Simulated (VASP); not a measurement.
# LiCaF3: single point with PBE

LiCaF3:

```xyz
5
Lattice="3.7612 0.0000 0.0000 0.0000 3.7612 0.0000 0.0000 0.0000 3.7612" Properties=species:S:1:pos:R:3 pbc="T T T"
Li    1.8806    1.8806    1.8806
Ca    0.0000    0.0000    0.0000
F     0.0000    1.9370    1.8806
F     1.8806    1.8806    0.0000
F     1.8806    0.0000    1.8806
```

- Program: VASP 6.6.1
- Task: single point
- Functional: PBE
- Potentials or basis: VASP PAW PBE potentials, release 64 (Li_sv, Ca_sv, F)
- Cutoff: 520 eV
- k mesh: 4 × 4 × 4
- Occupations: methfessel-paxton, width 0.05 eV
- Spin: no spin polarisation

```json
{
  "Largest force": "0.169 eV/Å",
  "Band gap on the k mesh": "6.48 eV, indirect (least direct gap 6.59 eV)"
}
```

Forces in eV/Å, atoms in the order of the input:
```
Li   0.000  0.029  0.000
Ca   0.000 -0.055  0.000
F    0.000 -0.100  0.000
F    0.000 -0.044  0.000
F    0.000  0.169  0.000
```

Levels at points of the mesh, in eV from the valence-band top:
| k point | band 14 | band 15 | band 16 | band 17 | band 18 | band 19 | band 20 | band 21 |
| --- | --- | --- | --- | --- | --- | --- | --- | --- |
| (0.00, 0.00, 0.00) | -0.82 | -0.12 | -0.12 | -0.11 | 6.48 | 6.49 | 6.85 | 8.07 |
| (0.50, 0.00, 0.00) | -1.17 | -1.13 | -0.42 | -0.42 | 7.54 | 7.64 | 8.22 | 8.81 |
| (0.00, 0.50, 0.00) | -1.18 | -1.18 | -0.42 | -0.41 | 7.54 | 7.65 | 8.22 | 8.81 |
| (0.00, 0.00, 0.50) | -1.18 | -1.18 | -0.42 | -0.41 | 7.54 | 7.64 | 8.22 | 8.80 |
| (0.50, 0.50, 0.00) | -1.39 | -1.39 | -0.14 | -0.06 | 7.89 | 8.06 | 8.78 | 8.78 |
| (0.00, 0.50, 0.50) | -1.39 | -1.39 | -0.14 | -0.06 | 7.89 | 8.05 | 8.78 | 8.78 |
| (0.50, 0.00, 0.50) | -1.39 | -1.34 | -0.14 | -0.06 | 7.89 | 8.05 | 8.77 | 8.78 |
| (0.50, 0.50, 0.50) | -0.12 | -0.01 | 0.00 | 0.00 | 7.46 | 7.47 | 7.47 | 8.86 |

It took 25 s on 1 thread of Intel Xeon 6975P-C, with other jobs on the host, peak memory 0.17 GiB.

 A k mesh can miss the band edges.
